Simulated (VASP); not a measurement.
# Ge (Fd-3m) in VASP: further runs, part 2 of 2

VASP 6.6.1. Earlier steps stand in the parts before.

**5. Single point, r2SCAN (20.11 Å³/atom)**

This run uses another cell than the first one, of 20.11 Å³/atom.

Contents of POSCAR:

```
Ge
1.0
    0.0000000000      2.7192631925      2.7192631925
    2.7192631925      0.0000000000      2.7192631925
    2.7192631925      2.7192631925      0.0000000000
Ge
2
Direct
   -0.1250000000     -0.1250000000     -0.1250000000
    0.1250000000      0.1250000000      0.1250000000
```

Contents of INCAR.step1:

```
SYSTEM = Ge
  ALGO = Normal
  EDIFF = 1E-4
  ENCUT = 520
  GGA = PE
  ISMEAR = -1
  LASPH = .True.
  LCHARG = .False.
  LREAL = .False.
  LWAVE = .True.
  NBANDS = 21
  NELM = 100
  PREC = Accurate
  SIGMA = 0.08
```

Contents of INCAR.step2:

```
SYSTEM = Ge
  ALGO = Normal
  EDIFF = 1E-7
  ENCUT = 520
  ISIF = 2
  ISMEAR = -1
  ISTART = 1
  LASPH = .True.
  LCHARG = .False.
  LMIXTAU = .True.
  LREAL = .False.
  LWAVE = .False.
  METAGGA = R2SCAN
  NBANDS = 21
  NELM = 100
  PREC = Accurate
  SIGMA = 0.08
```

Contents of KPOINTS:

```
k-points
0
Gamma
  12 12 12
  0 0 0
```

Potentials or basis: VASP PAW PBE potentials, release 64 (Ge_d).

Started as:

```
> cat potpaw_PBE.64/Ge_d/POTCAR > POTCAR
> cp INCAR.step1 INCAR
> mpirun -np 1 vasp_std > vasp.out
> cp INCAR.step2 INCAR
> mpirun -np 1 vasp_std > vasp.out
```

OUTCAR:

```text
SYSTEM = Ge
   EDIFF = 1E-7
   ENCUT = 520
   ISIF = 2
   ISMEAR = -1
   ISTART = 1
   LASPH = .True.
   LREAL = .False.
   METAGGA = R2SCAN
   NELM = 100
   PREC = Accurate

 ion  position               nearest neighbor table
   1  0.875  0.875  0.875-   2 2.35   2 2.35   2 2.35   2 2.35
   2  0.125  0.125  0.125-   1 2.35   1 2.35   1 2.35   1 2.35

  LATTYP: Found a face centered cubic cell.
 ALAT       =     5.4385263850

  Lattice vectors:

 A1 = (   0.0000000000,   2.7192631925,   2.7192631925)
 A2 = (   2.7192631925,   0.0000000000,   2.7192631925)
 A3 = (   2.7192631925,   2.7192631925,   0.0000000000)

Analysis of symmetry for initial positions (statically):
=====================================================================
 Subroutine PRICEL returns:
 Original cell was already a primitive cell.

 Routine SETGRP: Setting up the symmetry group for a
 face centered cubic supercell.

 Subroutine GETGRP returns: Found 48 space group operations
 (whereof 12 operations were pure point group operations)
 out of a pool of 48 trial point group operations.

The static configuration has the point symmetry D_3d.
 The point group associated with its full space group is O_h .

Analysis of symmetry for dynamics (positions and initial velocities):
[... 159 lines left out ...]

 E-fermi :   6.3205     XC(G=0): -11.4542

 val. band max:        6.0485939441   @ k =   0.0000   0.0000   0.0000
 cond. band min:       6.6424769684   @ k =   0.4167   0.4167   0.0000
 fundamental gap:      0.5938830243
 Fermi energy:         6.3205113878

 k-point     1 :       0.0000    0.0000    0.0000
  band No.  band energies     occupation
      1     -19.6639      2.00000
      2     -19.6639      2.00000
      3     -19.6639      2.00000
      4     -19.6142      2.00000
      5     -19.6142      2.00000
      6     -19.3213      2.00000
[... 565 lines left out ...]
     20      16.7006      0.00000
     21      17.6364      0.00000

 [... further k-points ...]

------------------------ aborting loop because EDIFF is reached ----------------------------------------

  FORCE on cell =-STRESS in cart. coord.  units (eV):
  Direction    XX          YY          ZZ          XY          YZ          ZX
  --------------------------------------------------------------------------------------
  -------------------------------------------------------------------------------------
  Total        3.1083170      3.1083170      3.1083170      0.0000000     -0.0000000     -0.0000000
  in kB      123.8374951    123.8374951    123.8374951      0.0000000     -0.0000000     -0.0000000
  external PRESSURE =     123.8374951 kB  Pullay stress =       0.0000000 kB

 VOLUME and BASIS-vectors are now :
 -----------------------------------------------------------------------------
  energy-cutoff  :      520.00
  volume of cell :       40.21
      direct lattice vectors                 reciprocal lattice vectors
     0.000000000  2.719263193  2.719263193    -0.183873338  0.183873338  0.183873338
     2.719263193  0.000000000  2.719263193     0.183873338 -0.183873338  0.183873338
     2.719263193  2.719263193  0.000000000     0.183873338  0.183873338 -0.183873338

 POSITION                                       TOTAL-FORCE (eV/Angst)
 -----------------------------------------------------------------------------------
      4.75871      4.75871      4.75871         0.000000      0.000000      0.000000
      0.67982      0.67982      0.67982        -0.000000     -0.000000     -0.000000
 -----------------------------------------------------------------------------------
    total drift:                               -0.000000      0.000000      0.000000

  FREE ENERGIE OF THE ION-ELECTRON SYSTEM (eV)
  ---------------------------------------------------
  free  energy   TOTEN  =       -27.5527943044 eV

  energy  without entropy=      -27.5526094029  energy(sigma->0) =      -27.55270185
```

OSZICAR.step1:

```text
N       E                     dE             d eps       ncg     rms          rms(c)
DAV:   1     0.182923193536E+03    0.18292E+03   -0.14343E+04  3474   0.373E+03
DAV:   2     0.170151486496E+02   -0.16591E+03   -0.16089E+03  3039   0.616E+02
DAV:   3    -0.806095736030E+01   -0.25076E+02   -0.24919E+02  3454   0.139E+02
DAV:   4    -0.884566129925E+01   -0.78470E+00   -0.78438E+00  3404   0.289E+01
DAV:   5    -0.885781971141E+01   -0.12158E-01   -0.12158E-01  3474   0.391E+00    0.376E+00
DAV:   6    -0.876997681945E+01    0.87843E-01   -0.28647E-02  3643   0.128E+00    0.222E+00
DAV:   7    -0.872577844651E+01    0.44198E-01   -0.64970E-02  3757   0.198E+00    0.154E-01
DAV:   8    -0.872747581556E+01   -0.16974E-02   -0.54433E-03  3354   0.672E-01    0.449E-02
DAV:   9    -0.872763964627E+01   -0.16383E-03   -0.20833E-04  2828   0.118E-01    0.148E-02
DAV:  10    -0.872764136119E+01   -0.17149E-05   -0.90412E-06  1932   0.346E-02
   1 F= -.87276414E+01 E0= -.87273579E+01  d E =-.566861E-03
```

It took 3.6 min on 1 thread of Intel Xeon Platinum 8488C (Sapphire Rapids), shared host; peak memory 0.2 GiB.

Results:

```
Free energy            : -27.5528 eV
Pressure               : 12.4 GPa
Band gap on the k mesh : 0.59 eV (least direct gap 1.59 eV)
```

Levels at points of the mesh, in eV from the valence-band top:
| k point | band 12 | band 13 | band 14 | band 15 | band 16 | band 17 |
| --- | --- | --- | --- | --- | --- | --- |
| (0.00, 0.00, 0.00) | 0.00 | 0.00 | 0.00 | 1.59 | 2.74 | 2.74 |
| (0.50, 0.00, 0.00) | -8.52 | -1.69 | -1.69 | 0.86 | 4.03 | 4.03 |
| (0.50, 0.50, 0.00) | -9.73 | -3.69 | -3.69 | 0.80 | 0.80 | 11.16 |

Caveat: the cell stands under pressure; the PAW data sets were made with another functional, which shifts forces and pressure a little. A k mesh can miss the band edges.

**6. Single point, r2SCAN (21.48 Å³/atom)**

This run uses another cell than the first one, of 21.48 Å³/atom.

Contents of POSCAR:

```
Ge
1.0
    0.0000000000      2.7797109508      2.7797109508
    2.7797109508      0.0000000000      2.7797109508
    2.7797109508      2.7797109508      0.0000000000
Ge
2
Direct
   -0.1250000000     -0.1250000000     -0.1250000000
    0.1250000000      0.1250000000      0.1250000000
```

Contents of INCAR.step1:

```
PREC     = Accurate       # precision mode
ENCUT    = 520            # plane-wave cutoff, eV
ISMEAR   = -1             # smearing method
SIGMA    = 0.08           # smearing width, eV
LREAL    = F              # projectors in reciprocal space
LASPH    = T              # aspherical terms in the spheres
NELM     = 60             # most SCF steps
NBANDS   = 21             # bands
GGA      = PE             # functional
ALGO     = Normal         # electronic algorithm
EDIFF    = 1E-4           # SCF threshold, eV
LWAVE    = T              # write WAVECAR
LCHARG   = F              # write CHGCAR
```

Contents of INCAR.step2:

```
PREC     = Accurate       # precision mode
ENCUT    = 520            # plane-wave cutoff, eV
EDIFF    = 1E-6           # SCF threshold, eV
ISMEAR   = -1             # smearing method
SIGMA    = 0.08           # smearing width, eV
LREAL    = F              # projectors in reciprocal space
LASPH    = T              # aspherical terms in the spheres
NELM     = 60             # most SCF steps
ALGO     = Normal         # electronic algorithm
ISIF     = 2              # what is computed and relaxed
LWAVE    = F              # write WAVECAR
LCHARG   = F              # write CHGCAR
METAGGA  = R2SCAN         # meta-GGA
LMIXTAU  = T            
NBANDS   = 21             # bands
ISTART   = 1
```

Contents of KPOINTS:

```
Automatic mesh
0
Gamma
  12 12 12
```

Potentials or basis: VASP PAW PBE potentials, release 64 (Ge_d).

Started as:

```
> cat potpaw_PBE.64/Ge_d/POTCAR > POTCAR
> cp INCAR.step1 INCAR
> mpirun -np 1 vasp_std > vasp.out
> cp INCAR.step2 INCAR
> mpirun -np 1 vasp_std > vasp.out
```

Run time: 2.6 min. Hardware: 1 thread of Intel Xeon Platinum 8488C (Sapphire Rapids), shared host; peak memory 0.2 GiB.

It converged, with:

- Free energy: -27.7011 eV
- Pressure: 5.2 GPa
- Band gap on the k mesh: 0.62 eV (least direct gap 0.92 eV)

Levels at points of the mesh, in eV from the valence-band top:
```
           k point  band 11  band 12  band 13  band 14  band 15  band 16  band 17  band 18
(0.00, 0.00, 0.00)   -13.73     0.00     0.00     0.00     0.92     2.73     2.73     2.73
(0.50, 0.00, 0.00)   -11.40    -8.14    -1.57    -1.57     0.62     4.02     4.02     7.69
(0.50, 0.50, 0.00)    -9.43    -9.43    -3.43    -3.43     0.90     0.90    10.57    10.57
```

Caveat: the cell stands under pressure; the PAW data sets were made with another functional, which shifts forces and pressure a little. A k mesh can miss the band edges.

**7. Summary**

| cell | gap on the mesh (eV) | pressure (GPa) |
| --- | --- | --- |
| a = 3.458 Å, angles 60.0°, 2 atoms | none | 87.6 |
| a = 3.597 Å, angles 60.0°, 2 atoms | 0.17 | 50.0 |
| a = 3.725 Å, angles 60.0°, 2 atoms | 0.41 | 26.9 |
| a = 3.846 Å, angles 60.0°, 2 atoms | 0.59 | 12.4 |
| a = 3.931 Å, angles 60.0°, 2 atoms | 0.62 | 5.2 |

Alike in all rows: task single point; level r2SCAN; potentials or basis VASP PAW PBE potentials, release 64 (Ge_d); no spin polarisation; k mesh 12 × 12 × 12; cutoff (eV) 520; smearing fermi-dirac 0.08 eV.

Caveats: the cell stands under pressure; the PAW data sets were made with another functional, which shifts forces and pressure a little; semilocal functionals underestimate gaps, and a narrow one can read as zero (at least some runs).

Total energies depend on the potentials used, so only differences within one code and one set of settings carry meaning.

The gap in the log of VASP goes by the Fermi energy; the results here count the filled bands.